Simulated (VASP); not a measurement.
Ti3H, 8 atoms in the cell. The cell holds a slab with vacuum, 8 atoms: a = 4.604 Å, b = 4.604 Å, c = 22.497 Å, α = 90.00°, β = 90.00°, γ = 120.00°. 

```yaml
Program: VASP 6.6.1
Task: single point
Functional: PBE
Potentials_or_basis: VASP PAW PBE potentials, release 64 (Ti_sv, H)
Cutoff: 520 eV
k_mesh: 6 × 6 × 1
Occupations: gaussian, width 0.1 eV
Spin: no spin polarisation
Dipole_correction: yes
Further_INCAR_settings: ALGO = Normal; EDIFF = 1e-06; NBANDS = 47
```

Potentials or basis: VASP PAW PBE potentials, release 64 (Ti_sv, H).

Command:

```sh
$ cat potpaw_PBE.64/Ti_sv/POTCAR potpaw_PBE.64/H/POTCAR > POTCAR
$ mpirun -np 1 vasp_std > vasp.out
```

Hardware: 1 thread of Intel(R) Xeon(R) 6975P-C (Granite Rapids) (shared host).

Problem. Estimate the wall time of this run.

Solution. It took 8.4 min on 1 thread of Intel(R) Xeon(R) 6975P-C (Granite Rapids) (shared host), peak memory 0.55 GiB. Counts: scf iterations 34, k points 13.
